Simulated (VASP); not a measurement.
Set up this calculation in VASP 6.6.1, as the native input.

- Task: electric field gradients
- Functional: PBEsol
- Potentials or basis: VASP PAW PBE potentials, release 64 (B, P)
- Cutoff: 520 eV
- k mesh: 15 × 15 × 15
- Occupations: fermi-dirac, width 0.05 eV
- Spin: no spin polarisation
- Dipole correction: no
- Further INCAR settings: ALGO = Normal; EDIFF = 1e-08; NBANDS = 11

The structure of BP lies in POSCAR:

```
BP
1.0
    0.0000000000      2.2690000000      2.2690000000
    2.2690000000      0.0000000000      2.2690000000
    2.2690000000      2.2690000000      0.0000000000
B P
1 1
Direct
    0.0000000000      0.0000000000      0.0000000000
    0.7500000000      0.7500000000      0.7500000000
```

One way to write it, as run:

INCAR

```
  PREC = Accurate
  ENCUT = 520
  EDIFF = 1E-8
  ISMEAR = -1
  SIGMA = 0.05
  LREAL = F
  LASPH = T
  NELM = 80
  ALGO = Normal
  ISIF = 2
  LWAVE = F
  LCHARG = F
  GGA = PS
  LEFG = T
  NBANDS = 11
```

KPOINTS

```
Automatic mesh
0
Gamma
  15 15 15
```

Potentials or basis: VASP PAW PBE potentials, release 64 (B, P).

Run with:

```sh
$ cat potpaw_PBE.64/B/POTCAR potpaw_PBE.64/P/POTCAR > POTCAR
$ mpirun -np 1 vasp_std > vasp.out
```

Results of the run:

- Pressure: -1.9 GPa
- Band gap on the k mesh: 1.13 eV, indirect (least direct gap 3.36 eV)

Caveat: without QUAD_EFG the Cq values of the log hold for a quadrupole moment of 1 mb, not for the nuclei; the PAW data sets were made with another functional, which shifts forces and pressure a little.

Wall time 58 s on 1 thread of AMD EPYC 7R13, on a shared host, peak memory 0.12 GiB.
